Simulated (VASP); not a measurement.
A run of VASP 6.6.1 is set up as follows.

File INCAR:

```
SYSTEM = TiC2
PREC     = Accurate       ! precision mode
ENCUT    = 600            ! plane-wave cutoff, eV
EDIFF    = 1E-6           ! SCF threshold, eV
ISMEAR   = 0              ! smearing method
SIGMA    = 0.1            ! smearing width, eV
LREAL    = .False.        ! projectors in reciprocal space
LASPH    = .True.         ! aspherical terms in the spheres
NELM     = 60             ! most SCF steps
ALGO     = Normal         ! electronic algorithm
ISIF     = 3              ! what is computed and relaxed
LWAVE    = .False.        ! write WAVECAR
LCHARG   = .False.        ! write CHGCAR
GGA      = PE             ! functional
IBRION   = 2              ! ionic algorithm
NSW      = 90             ! ionic steps
EDIFFG   = -0.04          ! ionic threshold
```

KPOINTS

```
Automatic mesh
0
Gamma
  8 8 8
  0 0 0
```

Contents of POSCAR:

```
TiC2
1.0
   -1.4287196934      1.4287196934      3.5048279978
    1.4287196934     -1.4287196934      3.5048279978
    1.4287196934      1.4287196934     -3.5048279978
Ti C
1 2
Direct
    0.0000000000      0.0000000000      0.0000000000
    0.6650000000      0.6650000000      0.0000000000
    0.3350000000      0.3350000000      0.0000000000
```

Potentials or basis: VASP PAW PBE potentials, release 64 (Ti_sv, C).

Launch:

```bash
$ cat potpaw_PBE.64/Ti_sv/POTCAR potpaw_PBE.64/C/POTCAR > POTCAR
$ mpirun -np 1 vasp_std > vasp.out
```

Task: What does it give for the space group after relaxing (to 0.1 Å)?

Result: I4/mmm (No. 139).

Task: Estimate the band gap on the k mesh.

Result: Zero (bands 10 and 11 overlap by 2.78 eV).

Final structure:
```xyz
3
Lattice="-1.6042 1.6042 2.8056 1.6042 -1.6042 2.8056 1.6042 1.6042 -2.8056" Properties=species:S:1:pos:R:3 pbc="T T T"
Ti    0.0000    0.0000    0.0000
C     0.0000    0.0000    3.4671
C     0.0000    0.0000    2.1440
```
